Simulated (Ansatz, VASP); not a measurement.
## One calculation of Hg3Se2S, two programs

```
Hg S Se
1.0
     1.99177    3.44985    0.00000
    -6.00489    3.46693    0.00363
    -0.00416    0.00240    9.82154
Hg S Se
6 2 4
Cartesian
  -4.6527 3.4930 3.2634
  -0.5678 3.4449 3.2058
  -0.6576 1.1865 6.5618
  -2.7418 4.7000 6.6193
  1.2964 2.2454 0.0000
  -2.6983 2.2602 0.0018
  -4.8931 3.4755 8.1853
  -0.5526 0.9695 1.6399
  -0.8233 3.4636 8.2203
  -2.5979 4.4882 1.6049
  1.3826 2.3995 4.9108
  -2.5802 2.4696 4.9126
```

Alike in both runs: functional PBE; dispersion D3(BJ); k mesh 6 × 4 × 2; occupations gaussian, width 0.1 eV; no spin polarisation.

Ansatz relaxed the structure, and its values are those at the end. VASP's run is a single point on that final structure, the one shown.

```csv
,VASP,Ansatz
version,VASP 6.6.1,Ansatz 0.2.0
potentials or method,"VASP PAW PBE potentials, release 64 (Hg, S, Se), cutoff 520 eV","scalar-relativistic, plane waves, PAW"
valence electrons in the cell,108,196
```

|  | VASP | Ansatz | Ansatz less VASP |
| --- | --- | --- | --- |
| gap on the k mesh at the Fermi level (eV) | none | none | - |
| pressure (GPa) | 0.3 | -0.1 | -0.36 |
| rms of the force components (eV/Å) | 0.021 | 0.019 | -0.0022 |

A gap of «none» marks a metal or a gap that the smearing closes. VASP's potentials hold 108 valence electrons a cell and Ansatz's 196, so a difference there can come from the potentials and not from the codes.

Spin-orbit coupling is off throughout.
